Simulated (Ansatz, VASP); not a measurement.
## Ti2NbC3 in VASP and in Ansatz

Contents of INCAR:

```
SYSTEM = Ti2NbC3
PREC = Accurate
ENCUT = 520
EDIFF = 1E-6
ISMEAR = 0
SIGMA = 0.1
LREAL = .FALSE.
LASPH = .TRUE.
NELM = 150
ALGO = Normal
ISIF = 2
LWAVE = .FALSE.
LCHARG = .FALSE.
ISPIN = 2
MAGMOM = 1 1 1 0 0 0
LORBIT = 11
LMAXMIX = 4
GGA = PE
NBANDS = 38
```

KPOINTS

```
regular mesh
0
G
  6 6 6
  0 0 0
```

Contents of POSCAR:

```
Ti2NbC3
1.0
    4.8129194590      0.0000000000      0.0000000000
   -2.4064597295      4.1681105178      0.0000000000
    0.0000000000      0.0000000000      3.2241463215
Ti Nb C
2 1 3
Direct
    0.3333333333      0.6666666667      0.0000000000
    0.6666666667      0.3333333333      0.0000000000
    0.0000000000      0.0000000000      0.5000000000
    0.5000000000      0.0000000000      0.5000000000
    0.0000000000      0.5000000000      0.5000000000
    0.5000000000      0.5000000000      0.5000000000
```

Input for Ansatz:

```yaml
crystal:
  lattice:
    - [4.812919459, 0.0, 0.0]
    - [-2.4064597295, 4.1681105178, 0.0]
    - [0.0, 0.0, 3.2241463215]
  atoms:
    - { symbol: Ti, position: [0.3333333333, 0.6666666667, 0.0], spin: 1.0 }
    - { symbol: Ti, position: [0.6666666667, 0.3333333333, 0.0], spin: 1.0 }
    - { symbol: Nb, position: [0.0, 0.0, 0.5], spin: 1.0 }
    - { symbol: C, position: [0.5, 0.0, 0.5] }
    - { symbol: C, position: [0.0, 0.5, 0.5] }
    - { symbol: C, position: [0.5, 0.5, 0.5] }
basis:
  ecutwfc: 420
kpoints:
  mp_grid: { grid: [6, 6, 6] }
hamiltonian:
  xc: pbe
scf:
  occupations: { method: gaussian, width: 0.1 }
  lower_state_search: "off"
output:
  forces: true
  stress: true
  eigenvalues: true
  populations: true
magnetization:
  spin_polarized: true
```

Alike in both runs: task single point; functional PBE; k mesh 6 × 6 × 6; occupations gaussian, width 0.1 eV; collinear spin.

```csv
,VASP,Ansatz
version,VASP 6.6.1,Ansatz 0.2.0
potentials or method,"VASP PAW PBE potentials, release 64 (Ti_sv, Nb_sv, C), cutoff 520 eV","scalar-relativistic, plane waves, PAW"
valence electrons in the cell,49,49
```

VASP gave:

| Quantity | Value |
| --- | --- |
| gap on the k mesh at the Fermi level (eV) | none |
| pressure (GPa) | 0.0 |
| traceless stress, the component that is largest in VASP (GPa) | 0.19 |
| net moment per atom (μB) | 0.00 |

Task: Estimate Ansatz's values.

Result: gap on the k mesh at the Fermi level (eV): none; pressure (GPa): 0.0; traceless stress, the component that is largest in VASP (GPa): -0.02; net moment per atom (μB): 0.00.

A gap of «none» marks a metal or a gap that the smearing closes. Ansatz's warnings: seeded moment not kept.
